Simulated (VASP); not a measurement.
MoS2:

```xyz
3
Lattice="3.1723 0.0000 0.0000 -1.5861 2.7473 0.0000 0.0000 0.0000 6.1854" Properties=species:S:1:pos:R:3 pbc="T T T"
Mo    0.0000    0.0000    3.0927
S     0.0000    1.8315    1.4911
S     1.5861    0.9158    4.6943
```

* Program: VASP 6.6.1
* Task: relaxation of shape and atoms at fixed volume
* Functional: PBEsol
* Potentials or basis: VASP PAW PBE potentials, release 64 (Mo_sv, S)
* Cutoff: 600 eV
* k mesh: 18 × 18 × 8
* Occupations: gaussian, width 0.1 eV
* Spin: no spin polarisation

At the start: pressure -4.2 GPa; volume 17.97 Å³/atom.

**Question.** Where does the relaxation end?

**Answer.** Over 9 steps the energy falls by 6.1 meV/atom; space group P-3m1 (No. 164, to 0.1 Å) before and after.

The path:
```tsv
step	energy change (eV)	largest force (eV/Å)	pressure (GPa)	volume (Å³)
1	0.0000	0.4551	-4.18	53.91
2	-0.0120	0.0965	-2.11	53.91
3	-0.0123	0.0239	-1.68	53.91
4	-0.0144	0.0161	-1.43	53.91
5	-0.0180	0.0083	-0.69	53.91
6	-0.0184	0.0174	-0.36	53.91
7	-0.0184	0.0168	-0.39	53.91
8	-0.0184	0.0155	-0.57	53.91
9	-0.0184	0.0001	-0.48	53.91
```

Final structure:
```xyz
3
Lattice="3.1381 0.0000 0.0000 -1.5691 2.7177 0.0000 0.0000 0.0000 6.3209" Properties=species:S:1:pos:R:3 pbc="T T T"
Mo    0.0000    0.0000    3.1604
S     0.0000    1.8118    1.5695
S     1.5691    0.9059    4.7514
```

Caveat: the PAW data sets were made with another functional, which shifts forces and pressure a little; this functional lacks dispersion, which binds the layers, so the pressure and a relaxed spacing across them are unreliable.
